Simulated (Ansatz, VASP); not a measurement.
## One calculation of Sn2Se, two programs

```
CELL_PARAMETERS angstrom
5.43867 0.00000 0.00000
-2.71933 4.71003 0.00000
0.00000 0.00000 3.14252
ATOMIC_POSITIONS crystal
Sn 0.33333 0.66667 0.00000
Sn 0.66667 0.33333 0.00000
Se 0.00000 0.00000 0.00000
```

Alike in both runs: functional PBE; k mesh 6 × 6 × 6; occupations gaussian, width 0.1 eV; no spin polarisation.

Ansatz relaxed the structure, and its values are those at the end. VASP's run is a single point on that final structure, the one shown.

|  | VASP | Ansatz |
| --- | --- | --- |
| version | VASP 6.6.1 | Ansatz 0.2.0 |
| potentials or method | VASP PAW PBE potentials, release 64 (Sn_d, Se), cutoff 520 eV | scalar-relativistic, plane waves, PAW |
| valence electrons in the cell | 34 | 44 |

|  | VASP | Ansatz | Ansatz less VASP |
| --- | --- | --- | --- |
| gap on the k mesh at the Fermi level (eV) | none | none | - |
| pressure (GPa) | 0.0 | 0.0 | +0.03 |

A gap of «none» marks a metal or a gap that the smearing closes. VASP's potentials hold 34 valence electrons a cell and Ansatz's 44, so a difference there can come from the potentials and not from the codes.
